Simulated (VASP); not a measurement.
# MgI2 in VASP: single point with PBE+D3(BJ)

Aim: the single point of MgI2 with PBE+D3(BJ).

Program: VASP 6.6.1. These are calculated values, not measurements. Logs are shortened: lines on timing, memory, paths and dates and some standing lists are left out, and cuts for length are marked.

**1. The cell of the first run**

The cell holds a sheet with vacuum, 3 atoms: a = 4.131 Å, b = 4.131 Å, c = 30.600 Å, α = 90.00°, β = 90.00°, γ = 120.00°.

**2. Single point, PBE+D3(BJ)**

The input, INCAR:

```
SYSTEM = MgI2
ALGO = Normal
DIPOL = 0.5 0.5 0.284
EDIFF = 1E-6
ENCUT = 520
GGA = PE
GGA_COMPAT = .False.
IDIPOL = 3
ISIF = 2
ISMEAR = 0
IVDW = 12
LASPH = .True.
LCHARG = .True.
LDIPOL = .True.
LELF = .True.
LREAL = .False.
LVACPOTAV = .True.
LVHAR = .True.
LWAVE = .False.
NBANDS = 15
NELM = 120
NELMDL = -8
PREC = Accurate
SIGMA = 0.03
```

The input, KPOINTS:

```
k-points
0
Gamma
  12 12 1
  0 0 0
```

The input, POSCAR:

```
MgI2
1.0
    4.1313930585      0.0000000000      0.0000000000
   -2.0656965292      3.5778913417      0.0000000000
    0.0000000000      0.0000000000     30.5999999982
I Mg
2 1
Direct
    0.3333333333      0.6666666667      0.2293428365
    0.6666666667      0.3333333333      0.3392846145
    0.0000000000      0.0000000000      0.2843137255
```

Potentials or basis: VASP PAW PBE potentials, release 64 (I, Mg).

Launch:

```sh
$ cat potpaw_PBE.64/I/POTCAR potpaw_PBE.64/Mg/POTCAR > POTCAR
$ mpirun -np 1 vasp_std > vasp.out
```

OUTCAR:

```text
SYSTEM = MgI2
   EDIFF = 1E-6
   ENCUT = 520
   GGA = PE
   ISIF = 2
   ISMEAR = 0
   IVDW = 12
   LASPH = .True.
   LREAL = .False.
   NELM = 120
   NELMDL = -8
   PREC = Accurate
 IVDW          = 12

 ion  position               nearest neighbor table
   1  0.333  0.667  0.229-   3 2.92   3 2.92   3 2.92
   2  0.667  0.333  0.339-   3 2.92   3 2.92   3 2.92
   3  0.000  0.000  0.284-   1 2.92   2 2.92   1 2.92   2 2.92   1 2.92   2 2.92

  LATTYP: Found a hexagonal cell.
 ALAT       =     4.1313930585
 C/A-ratio  =     7.4067026702

  Lattice vectors:

 A1 = (   4.1313930585,   0.0000000000,   0.0000000000)
 A2 = (  -2.0656965292,   3.5778913417,   0.0000000000)
 A3 = (   0.0000000000,   0.0000000000,  30.5999999982)

Analysis of symmetry for initial positions (statically):
=====================================================================
 Subroutine PRICEL returns:
 Original cell was already a primitive cell.

 Routine SETGRP: Setting up the symmetry group for a
 hexagonal supercell.

 Subroutine GETGRP returns: Found 12 space group operations
 (whereof  6 operations were pure point group operations)
 out of a pool of 24 trial point group operations.

The static configuration has the point symmetry C_3v.
 The point group associated with its full space group is D_3d.

Analysis of symmetry for dynamics (positions and initial velocities):
=====================================================================
 Subroutine PRICEL returns:
 Original cell was already a primitive cell.

 Routine SETGRP: Setting up the symmetry group for a
 hexagonal supercell.

 Subroutine GETGRP returns: Found 12 space group operations
 (whereof  6 operations were pure point group operations)
 out of a pool of 24 trial point group operations.

The dynamic configuration has the point symmetry C_3v.
 The point group associated with its full space group is D_3d.

 Subroutine INISYM returns: Found 12 space group operations
 (whereof  6 operations are pure point group operations),
 and found     1 'primitive' translations

----------------------------------------------------------------------------------------

                                     Primitive cell

  volume of cell :     452.3193

  direct lattice vectors                    reciprocal lattice vectors
     4.131393058  0.000000000  0.000000000     0.242049107  0.139747117  0.000000000
    -2.065696529  3.577891342  0.000000000     0.000000000  0.279494234  0.000000000
     0.000000000  0.000000000 30.599999998     0.000000000  0.000000000  0.032679739

  length of vectors
     4.131393058  4.131393058 30.599999998     0.279494234  0.279494234  0.032679739

  position of ions in fractional coordinates (direct lattice)
     0.333333333  0.666666667  0.229342837
     0.666666667  0.333333333  0.339284615
     0.000000000  0.000000000  0.284313725
[... 95 lines left out ...]
  Thomas-Fermi vector in A             =   1.563161
   LORBIT       =      0    0 simple, 1 ext, 2 COOP (PROOUT), +10 PAW based schemes
   GGA     = PE    functional components
   LHFCALC =     F    Hartree Fock is set to
   AEXX    =    0.0000 exact exchange contribution
   IVDW    =    12    specifies the selected vdW correction
   LEPSILON=     F    determine dielectric tensor
   LRPA    =     F    only Hartree local field effects (RPA)
 non-spin polarized calculation
 Gauss-broadening in eV      SIGMA  =   0.03
  energy-cutoff  :      520.00
  volume of cell :      452.32
 maximum number of plane-waves:     12263
 NGX is ok and might be reduce to    32
   NGX = 15   NGY = 15   NGZ =113

 dipolmoment           0.000000      0.000000     -0.000001 electrons x Angstroem

 number of electron      16.0000002 magnetization

 dipolmoment           0.000000      0.000000      0.000003 electrons x Angstroem

 Free energy of the ion-electron system (eV)
  ---------------------------------------------------
  ext. energy  EPLUGINS =         0.00000000
  ---------------------------------------------------
  free energy    TOTEN  =        -7.72182028 eV

  energy without entropy =       -7.72182028  energy(sigma->0) =       -7.72182028

 E-fermi :  -4.2127     XC(G=0):  -2.1804

 val. band max:       -4.3974099987   @ k =   0.0000   0.0000   0.0000
 cond. band min:      -0.7746050792   @ k =   0.5000  -0.0000   0.0000
 fundamental gap:      3.6228049194
 Fermi energy:        -4.2127011640

 k-point     1 :       0.0000    0.0000    0.0000
  band No.  band energies     occupation
      1     -16.3229      2.00000
      2     -15.8003      2.00000
      3      -7.4727      2.00000
      4      -5.1411      2.00000
      5      -4.6692      2.00000
      6      -4.6692      2.00000
      7      -4.3974      2.00000
      8      -4.3974      2.00000
      9      -0.3236      0.00000
     10       0.5378      0.00000
     11       1.5473      0.00000
     12       1.6104      0.00000
     13       2.0192      0.00000
     14       2.2958      0.00000
[... 311 lines left out ...]
      2     -15.5002      2.00000
      3      -7.5637      2.00000
      4      -6.8771      2.00000
      5      -6.8771      2.00000
      6      -6.3905      2.00000
      7      -5.2170      2.00000
      8      -5.2170      2.00000
      9       0.0065      0.00000
     10       1.9822      0.00000
     11       1.9822      0.00000
     12       3.6111      0.00000
     13       3.6363      0.00000
     14       4.0099      0.00000
     15       4.0099      0.00000

------------------------ aborting loop because EDIFF is reached ----------------------------------------

 Edisp (eV)   -0.70520

 E8    (eV) :    -0.3336

  FORCE on cell =-STRESS in cart. coord.  units (eV):
  Direction    XX          YY          ZZ          XY          YZ          ZX
  --------------------------------------------------------------------------------------
  -------------------------------------------------------------------------------------
  Total      -0.04174    -0.04174    -0.03856    -0.00000     0.00000     0.00000
  in kB      -0.14786    -0.14786    -0.13659    -0.00000     0.00000     0.00000
  external pressure =       -0.14 kB  Pullay stress =        0.00 kB

 VOLUME and BASIS-vectors are now :
 -----------------------------------------------------------------------------
  energy-cutoff  :      520.00
  volume of cell :      452.32
      direct lattice vectors                 reciprocal lattice vectors
     4.131393058  0.000000000  0.000000000     0.242049107  0.139747117  0.000000000
    -2.065696529  3.577891342  0.000000000     0.000000000  0.279494234  0.000000000
     0.000000000  0.000000000 30.599999998     0.000000000  0.000000000  0.032679739

 POSITION                                       TOTAL-FORCE (eV/Angst)
 -----------------------------------------------------------------------------------
     -0.00000      2.38526      7.01789        -0.000000      0.000000      0.010387
      2.06570      1.19263     10.38211         0.000000     -0.000000     -0.010387
      0.00000      0.00000      8.70000         0.000000     -0.000000      0.000000
 -----------------------------------------------------------------------------------
    total drift:                                0.000000     -0.000000      0.000016

  FREE ENERGIE OF THE ION-ELECTRON SYSTEM (eV)
  ---------------------------------------------------
  free  energy   TOTEN  =        -8.4270195232 eV

  energy  without entropy=       -8.4270195232  energy(sigma->0) =       -8.42701952

 vacuum level on the upper side and lower side of the slab         1.945         1.945
```

OSZICAR:

```text
N       E                     dE             d eps       ncg     rms          rms(c)
DAV:   1     0.115693810763E+03    0.11569E+03   -0.39384E+03   570   0.673E+02
DAV:   2     0.856387986315E+01   -0.10713E+03   -0.98818E+02  1004   0.110E+02
DAV:   3    -0.729221706321E+01   -0.15856E+02   -0.15749E+02   794   0.543E+01
[... 15 lines left out ...]
DAV:  19    -0.772180972589E+01   -0.12790E-04   -0.15304E-06   625   0.451E-03    0.623E-03
DAV:  20    -0.772181463323E+01   -0.49073E-05   -0.17072E-07   600   0.183E-03    0.404E-03
DAV:  21    -0.772181682426E+01   -0.21910E-05   -0.45991E-08   628   0.967E-04    0.297E-04
DAV:  22    -0.772181934753E+01   -0.25233E-05   -0.35289E-08   551   0.677E-04    0.460E-04
DAV:  23    -0.772182027816E+01   -0.93063E-06   -0.12544E-08   565   0.366E-04
   1 F= -.84270195E+01 E0= -.84270195E+01  d E =-.810697E-20
```

Run time: 7.5 min. Hardware: 1 thread of AMD EPYC 7R13, shared host; peak memory 0.59 GiB.

Results:

* Free energy: -8.4270 eV
* Largest force: 0.010 eV/Å
* Band gap on the k mesh: 3.62 eV (least direct gap 4.07 eV)
* Dispersion energy per atom: -0.235 eV

Forces on the atoms (eV/Å):
```
I    0.000  0.000  0.010
I    0.000  0.000 -0.010
Mg   0.000  0.000  0.000
```

Levels at points of the mesh, in eV from the valence-band top:
```csv
k point,band 6,band 7,band 8,band 9,band 10,band 11
"(0.00, 0.00, 0.00)",-0.27,0.00,0.00,4.07,4.94,5.94
"(0.50, 0.00, 0.00)",-1.18,-0.76,-0.48,3.62,5.44,5.60
```

Caveat: spin-orbit coupling is left out, which moves the levels of the heavy elements.
